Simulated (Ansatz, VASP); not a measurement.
**Se in VASP and in Ansatz**

The input INCAR:

```
PREC = Accurate
ENCUT = 520
EDIFF = 1E-6
ISMEAR = 0
SIGMA = 0.15
LREAL = F
LASPH = T
NELM = 100
ALGO = Normal
ISIF = 2
LWAVE = F
LCHARG = F
NBANDS = 9
```

Contents of KPOINTS:

```
regular mesh
0
Gamma
  22 22 22
```

POSCAR

```
Se
1.0
   -1.7034486149      1.7034486149      1.7034486149
    1.7034486149     -1.7034486149      1.7034486149
    1.7034486149      1.7034486149     -1.7034486149
Se
1
Direct
    0.0000000000      0.0000000000      0.0000000000
```

Input for Ansatz:

```yaml
crystal:
  lattice:
    - [-1.7034486149, 1.7034486149, 1.7034486149]
    - [1.7034486149, -1.7034486149, 1.7034486149]
    - [1.7034486149, 1.7034486149, -1.7034486149]
  atoms:
    - { symbol: Se, position: [0.0, 0.0, 0.0] }
basis:
  ecutwfc: 420
kpoints:
  mp_grid: { grid: [22, 22, 22] }
hamiltonian:
  xc: lda
scf:
  occupations: { method: gaussian, width: 0.15 }
output:
  forces: true
  stress: true
  eigenvalues: true
```

Alike in both runs: task single point; functional LDA; k mesh 22 × 22 × 22; occupations gaussian, width 0.15 eV; no spin polarisation.

|  | VASP | Ansatz |
| --- | --- | --- |
| version | VASP 6.6.1 | Ansatz 0.2.0 |
| potentials or method | VASP PAW LDA potentials, release 64 (Se), cutoff 520 eV | scalar-relativistic, plane waves, PAW |
| valence electrons in the cell | 6 | 16 |

Ansatz gave:

| Property | Result |
| --- | --- |
| gap on the k mesh at the Fermi level (eV) | none |
| pressure (GPa) | -3.6 |

Q: Estimate VASP's values.

A: gap on the k mesh at the Fermi level (eV): none; pressure (GPa): -3.5.

LDA's correlation is that of Perdew and Zunger in VASP and of Perdew and Wang (1992) in Ansatz. A gap of «none» marks a metal or a gap that the smearing closes. VASP's potentials hold 6 valence electrons a cell and Ansatz's 16, so a difference there can come from the potentials and not from the codes.
